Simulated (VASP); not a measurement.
# MgO (Periclase) (Fm-3m) in VASP: further runs

MgO (Periclase) is run at these levels: PBE; tasks: single point.

Program: VASP 6.6.1. These are calculated values, not measurements. Logs are shortened: lines on timing, memory, paths and dates and some standing lists are left out, and cuts for length are marked.

### Step 1. The cell of the first run

Symmetry: Fm-3m, No. 225, cubic system. The conventional cell has a = 4.204 Å, b = 4.204 Å, c = 4.204 Å, α = 90.00°, β = 90.00°, γ = 90.00°. Mg (site symmetry m-3m) has 6 O at 2.10 Å within 2.8 Å. O (site symmetry m-3m) has 6 Mg at 2.10 Å within 2.8 Å.

### Step 2. Single point, PBE

INCAR

```
SYSTEM = MgO
  PREC = Accurate
  ENCUT = 520
  EDIFF = 1E-6
  ISMEAR = 0
  SIGMA = 0.2
  LREAL = .False.
  LASPH = .True.
  NELM = 80
  ALGO = Normal
  ISIF = 2
  LWAVE = .False.
  LCHARG = .False.
  GGA = PE
  NBANDS = 11
```

KPOINTS

```
Automatic mesh
0
Gamma
  8 8 8
  0 0 0
```

POSCAR

```
MgO
1.0
    0.0000000000      2.1021680256      2.1021680256
    2.1021680256      0.0000000000      2.1021680256
    2.1021680256      2.1021680256      0.0000000000
Mg O
1 1
Direct
    0.0000000000      0.0000000000      0.0000000000
    0.5000000000      0.5000000000      0.5000000000
```

Potentials or basis: VASP PAW PBE potentials, release 64 (Mg, O).

Run with:

```sh
$ cat potpaw_PBE.64/Mg/POTCAR potpaw_PBE.64/O/POTCAR > POTCAR
$ mpirun -np 1 vasp_std > vasp.out
```

OUTCAR:

```text
SYSTEM = MgO
   PREC = Accurate
   ENCUT = 520
   EDIFF = 1E-6
   ISMEAR = 0
   LREAL = .False.
   LASPH = .True.
   NELM = 80
   ISIF = 2
   GGA = PE

 ion  position               nearest neighbor table
   1  0.000  0.000  0.000-   2 2.10   2 2.10   2 2.10   2 2.10   2 2.10   2 2.10
   2  0.500  0.500  0.500-   1 2.10   1 2.10   1 2.10   1 2.10   1 2.10   1 2.10

  LATTYP: Found a face centered cubic cell.
 ALAT       =     4.2043360512

  Lattice vectors:

 A1 = (   0.0000000000,   2.1021680256,   2.1021680256)
 A2 = (   2.1021680256,   0.0000000000,   2.1021680256)
 A3 = (   2.1021680256,   2.1021680256,   0.0000000000)

Analysis of symmetry for initial positions (statically):
=====================================================================
 Subroutine PRICEL returns:
 Original cell was already a primitive cell.

 Routine SETGRP: Setting up the symmetry group for a
 face centered cubic supercell.

 Subroutine GETGRP returns: Found 48 space group operations
 (whereof 48 operations were pure point group operations)
 out of a pool of 48 trial point group operations.

The static configuration has the point symmetry O_h .

Analysis of symmetry for dynamics (positions and initial velocities):
=====================================================================
 Subroutine PRICEL returns:
 Original cell was already a primitive cell.

 Routine SETGRP: Setting up the symmetry group for a
 face centered cubic supercell.

 Subroutine GETGRP returns: Found 48 space group operations
 (whereof 48 operations were pure point group operations)
 out of a pool of 48 trial point group operations.

The dynamic configuration has the point symmetry O_h .

 Subroutine INISYM returns: Found 48 space group operations
 (whereof 48 operations are pure point group operations),
 and found     1 'primitive' translations

----------------------------------------------------------------------------------------

                                     Primitive cell

  volume of cell :      18.5794

  direct lattice vectors                    reciprocal lattice vectors
     0.000000000  2.102168026  2.102168026    -0.237849684  0.237849684  0.237849684
     2.102168026  0.000000000  2.102168026     0.237849684 -0.237849684  0.237849684
     2.102168026  2.102168026  0.000000000     0.237849684  0.237849684 -0.237849684

  length of vectors
     2.972914532  2.972914532  2.972914532     0.411967737  0.411967737  0.411967737

  position of ions in fractional coordinates (direct lattice)
     0.000000000  0.000000000  0.000000000
[... 88 lines left out ...]
   PSTRESS=    0.0 pullay stress
   NELECT =       8.0000    total number of electrons
   NUPDOWN=      -1.0000    fix difference up-down
   EMIN   =  10.00;   EMAX   =-10.00  energy-range for DOS
   EFERMI =   0.00;   METHOD = LEGACY
   ISMEAR =     0;   SIGMA  =   0.20  broadening in eV -4-tet -1-fermi 0-gaus
   EFERMI_NEDOS =   21; number of points for ismear=-14 and -15
   IALGO  =     38    algorithm
   IMIX   =      4    mixing-type and parameters
     AMIX     =   0.40;   BMIX     =  1.00
     AMIX_MAG =   1.60;   BMIX_MAG =  1.00
  volume/ion in A,a.u.               =       9.29        62.69
  Fermi-wavevector in a.u.,A,eV,Ry     =   1.236215  2.336108 20.792804  1.528228
  Thomas-Fermi vector in A             =   2.370833
   LORBIT       =      0    0 simple, 1 ext, 2 COOP (PROOUT), +10 PAW based schemes
   GGA     = PE    functional components
   LHFCALC =     F    Hartree Fock is set to
   AEXX    =    0.0000 exact exchange contribution
   IVDW    =     0    specifies the selected vdW correction
   LEPSILON=     F    determine dielectric tensor
   LRPA    =     F    only Hartree local field effects (RPA)
 non-spin polarized calculation
 Gauss-broadening in eV      SIGMA  =   0.20
  energy-cutoff  :      520.00
  volume of cell :       18.58
 maximum number of plane-waves:       531
 NGX is ok and might be reduce to    24
   NGX = 11   NGY = 11   NGZ = 11

 number of electron       8.0000004 magnetization

 Free energy of the ion-electron system (eV)
  ---------------------------------------------------
  ext. energy  EPLUGINS =         0.00000000
  ---------------------------------------------------
  free energy    TOTEN  =       -11.90255475 eV

  energy without entropy =      -11.90255475  energy(sigma->0) =      -11.90255475

 E-fermi :   4.0792     XC(G=0): -11.1047

 val. band max:        3.2285669780   @ k =   0.0000   0.0000   0.0000
 cond. band min:       8.0087151212   @ k =   0.0000   0.0000   0.0000
 fundamental gap:      4.7801481431
 Fermi energy:         4.0792046985

 k-point     1 :       0.0000    0.0000    0.0000
  band No.  band energies     occupation
      1     -14.0633      2.00000
      2       3.2286      2.00000
      3       3.2286      2.00000
      4       3.2286      2.00000
      5       8.0087      0.00000
      6      19.0594      0.00000
      7      19.0594      0.00000
      8      19.0594      0.00000
      9      22.9907      0.00000
     10      24.7714      0.00000
     11      24.7714      0.00000
[... 309 lines left out ...]
 k-point    24 :      -0.3750    0.2500    0.1250
  band No.  band energies     occupation
      1     -12.6130      2.00000
      2      -0.7925      2.00000
      3       1.2823      2.00000
      4       2.2349      2.00000
      5      12.9400      0.00000
      6      15.4814      0.00000
      7      16.7782      0.00000
      8      20.1945      0.00000
      9      23.8201      0.00000
     10      25.3818      0.00000
     11      29.4786      0.00000

 [... further k-points ...]

------------------------ aborting loop because EDIFF is reached ----------------------------------------

  FORCE on cell =-STRESS in cart. coord.  units (eV):
  Direction    XX          YY          ZZ          XY          YZ          ZX
  --------------------------------------------------------------------------------------
  -------------------------------------------------------------------------------------
  Total        0.5668624      0.5668624      0.5668624      0.0000000     -0.0000000      0.0000000
  in kB       48.8827902     48.8827902     48.8827902      0.0000000     -0.0000000      0.0000000
  external PRESSURE =      48.8827902 kB  Pullay stress =       0.0000000 kB

 VOLUME and BASIS-vectors are now :
 -----------------------------------------------------------------------------
  energy-cutoff  :      520.00
  volume of cell :       18.58
      direct lattice vectors                 reciprocal lattice vectors
     0.000000000  2.102168026  2.102168026    -0.237849684  0.237849684  0.237849684
     2.102168026  0.000000000  2.102168026     0.237849684 -0.237849684  0.237849684
     2.102168026  2.102168026  0.000000000     0.237849684  0.237849684 -0.237849684

 POSITION                                       TOTAL-FORCE (eV/Angst)
 -----------------------------------------------------------------------------------
      0.00000      0.00000      0.00000        -0.000000     -0.000000     -0.000000
      2.10217      2.10217      2.10217         0.000000      0.000000      0.000000
 -----------------------------------------------------------------------------------
    total drift:                               -0.000000     -0.000000      0.000000

  FREE ENERGIE OF THE ION-ELECTRON SYSTEM (eV)
  ---------------------------------------------------
  free  energy   TOTEN  =       -11.9025547504 eV

  energy  without entropy=      -11.9025547504  energy(sigma->0) =      -11.90255475
```

Wall time 6.2 s (1 thread of Intel Xeon 6975P-C (Granite Rapids), shared host); peak memory 0.13 GiB.

Results:

* Free energy: -11.9026 eV
* Pressure: 4.9 GPa
* Band gap on the k mesh: 4.78 eV, direct

A hybrid or GW would open this gap; PBE tends to underestimate it.

### Step 3. Single point, PBE

INCAR

```
SYSTEM = MgO
ALGO = Normal ; EDIFF = 1E-6
ENCUT = 520 ; GGA = PE
ISIF = 2 ; ISMEAR = 1
LASPH = .TRUE. ; LCHARG = .FALSE.
LREAL = .FALSE. ; LWAVE = .FALSE.
NBANDS = 11 ; NELM = 60
PREC = Accurate ; SIGMA = 0.05
```

KPOINTS

```
k-points
0
G
  8 8 8
  0 0 0
```

POSCAR is that of step 2.

Potentials or basis: VASP PAW PBE potentials, release 64 (Mg, O).

Run with:

```sh
$ cat potpaw_PBE.64/Mg/POTCAR potpaw_PBE.64/O/POTCAR > POTCAR
$ mpirun -np 1 vasp_std > vasp.out
```

Wall time 4.6 s (1 thread of Intel Xeon 6975P-C (Granite Rapids), shared host); peak memory 0.14 GiB.

Results (log left out):

| Property | Result |
| --- | --- |
| Free energy | -11.9025 eV |
| Pressure | 4.9 GPa |
| Band gap on the k mesh | 4.78 eV, direct |

Levels at points of the mesh, in eV from the valence-band top:
```csv
k point,band 1,band 2,band 3,band 4,band 5,band 6,band 7,band 8
"(0.00, 0.00, 0.00)",-17.29,0.00,0.00,0.00,4.78,15.83,15.83,15.83
"(0.50, 0.00, 0.00)",-15.99,-4.64,-0.66,-0.66,7.93,12.67,16.37,16.37
"(0.50, 0.50, 0.00)",-15.73,-4.11,-1.36,-1.36,9.13,10.03,13.16,19.06
```

As with any semilocal functional, this PBE gap is likely too small.

### Step 4. Single point, PBE

INCAR

```
ALGO = Normal
EDIFF = 1E-6
ENCUT = 520
GGA = PE
ISIF = 2
ISMEAR = -1
LASPH = T
LCHARG = F
LREAL = F
LWAVE = F
NBANDS = 11
NELM = 100
PREC = Accurate
SIGMA = 0.001
```

KPOINTS

```
k-points
0
Gamma
  8 8 8
```

POSCAR is that of step 3.

Run with:

```sh
$ cat potpaw_PBE.64/Mg/POTCAR potpaw_PBE.64/O/POTCAR > POTCAR
$ mpirun -np 1 vasp_std > vasp.out
```

It took 5.5 s on 1 thread of Intel Xeon 6975P-C (Granite Rapids), shared host; peak memory 0.13 GiB.

The run converged. Its results:

| Item | Value |
| --- | --- |
| Free energy | -11.9026 eV |
| Pressure | 4.9 GPa |
| Band gap on the k mesh | 4.78 eV, direct |

Levels at points of the mesh, in eV from the valence-band top:
```
           k point  band 2  band 3  band 4  band 5  band 6  band 7
(0.00, 0.00, 0.00)    0.00    0.00    0.00    4.78   15.83   15.83
(0.50, 0.00, 0.00)   -4.64   -0.66   -0.66    7.93   12.67   16.37
(0.50, 0.50, 0.00)   -4.11   -1.36   -1.36    9.13   10.03   13.16
```

As with any semilocal functional, this PBE gap is likely too small.

### Step 5. Single point, PBE

INCAR

```
SYSTEM = MgO
  PREC = Accurate
  ENCUT = 520
  EDIFF = 1E-7
  ISMEAR = -1
  SIGMA = 0.2
  LREAL = .False.
  LASPH = .True.
  NELM = 80
  ALGO = Normal
  ISIF = 2
  LWAVE = .False.
  LCHARG = .False.
  GGA = PE
  NBANDS = 11
```

KPOINTS

```
Automatic mesh
0
Gamma
  8 8 8
  0 0 0
```

POSCAR is that of step 4.

Run with:

```sh
$ cat potpaw_PBE.64/Mg/POTCAR potpaw_PBE.64/O/POTCAR > POTCAR
$ mpirun -np 1 vasp_std > vasp.out
```

It took 5.7 s on 1 thread of Intel Xeon 6975P-C (Granite Rapids), shared host; peak memory 0.13 GiB.

Results (log left out):

* Free energy: -11.9026 eV
* Pressure: 4.9 GPa
* Band gap on the k mesh: 4.78 eV, direct

Levels at points of the mesh, in eV from the valence-band top:
```
           k point  band 1  band 2  band 3  band 4  band 5  band 6  band 7  band 8
(0.00, 0.00, 0.00)  -17.29    0.00    0.00    0.00    4.78   15.83   15.83   15.83
(0.50, 0.00, 0.00)  -15.99   -4.64   -0.66   -0.66    7.93   12.67   16.37   16.37
(0.50, 0.50, 0.00)  -15.73   -4.11   -1.36   -1.36    9.13   10.03   13.16   19.06
```

A hybrid or GW would open this gap; PBE tends to underestimate it.

### Step 6. The runs side by side

| smearing | gap on the mesh (eV) | pressure (GPa) |
| --- | --- | --- |
| gaussian 0.2 eV | 4.78 | 4.9 |
| methfessel-paxton 0.05 eV | 4.78 | 4.9 |
| fermi-dirac 0.001 eV | 4.78 | 4.9 |
| fermi-dirac 0.2 eV | 4.78 | 4.9 |

Alike in all rows: task single point; level PBE; potentials or basis VASP PAW PBE potentials, release 64 (Mg, O); no spin polarisation; cell as given; k mesh 8 × 8 × 8; cutoff (eV) 520.

On the cell as given the gap runs from 4.78 eV (PBE) to 4.78 eV (PBE).

Total energies depend on the potentials used, so only differences within one code and one set of settings carry meaning.
